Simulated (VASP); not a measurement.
Runs of VASP 6.6.1 on NaH. The structure is that of space group Fm-3m (No. 225), or close to it. The cells are those of the table. 

```csv
level,cell,k mesh,smearing,grid for exact exchange (PRECFOCK),share of exact exchange,screening parameter,gap on the mesh (eV),pressure (GPa)
PBE,"a = 3.391, b = 3.391, c = 3.475 Å, angles 59.2, 59.2, 58.3°, 2 atoms",10 × 10 × 10,fermi-dirac 0.02 eV,-,-,-,3.66,(a)
r2SCAN,"a = 3.413 Å, angles 59.6°, 2 atoms",10 × 10 × 10,gaussian 0.01 eV,-,-,-,4.35,-0.5
HSE06,"a = 3.391, b = 3.433, c = 3.433 Å, angles 59.2, 60.4, 60.4°, 2 atoms",6 × 6 × 6,gaussian 0.01 eV,Normal,0.25,0.2079 1/Å,4.81,-0.4
HSE06,"a = 3.391 Å, angles 60.0°, 2 atoms",6 × 6 × 6,gaussian 0.01 eV,Normal,0.25,0.2079 1/Å,4.89,(b)
PBE,"a = 3.413 Å, angles 59.6°, 2 atoms",10 × 10 × 10,fermi-dirac 0.02 eV,-,-,-,3.74,0.3
r2SCAN,"a = 3.391, b = 3.391, c = 3.475 Å, angles 59.2, 59.2, 58.3°, 2 atoms",10 × 10 × 10,gaussian 0.01 eV,-,-,-,4.27,-0.2
r2SCAN,"a = 3.391, b = 3.433, c = 3.433 Å, angles 59.2, 60.4, 60.4°, 2 atoms",10 × 10 × 10,gaussian 0.01 eV,-,-,-,4.36,(c)
HSE06,"a = 3.560 Å, angles 60.0°, 2 atoms",6 × 6 × 6,gaussian 0.01 eV,Normal,0.25,0.2079 1/Å,(d),-2.6
```

Alike in all rows: task single point; potentials or basis VASP PAW PBE potentials, release 64 (Na_pv, H); no spin polarisation; cutoff (eV) 520.

Task: Estimate the missing entries.

Result: (a) 0.5; (b) 0.2; (c) -0.7; (d) 4.60.

Caveats: the structure was generated, so it needn't be the stable form of NaH; the PAW data sets were made with another functional, which shifts forces and pressure a little (at least some runs).

A k mesh can miss the band edges.
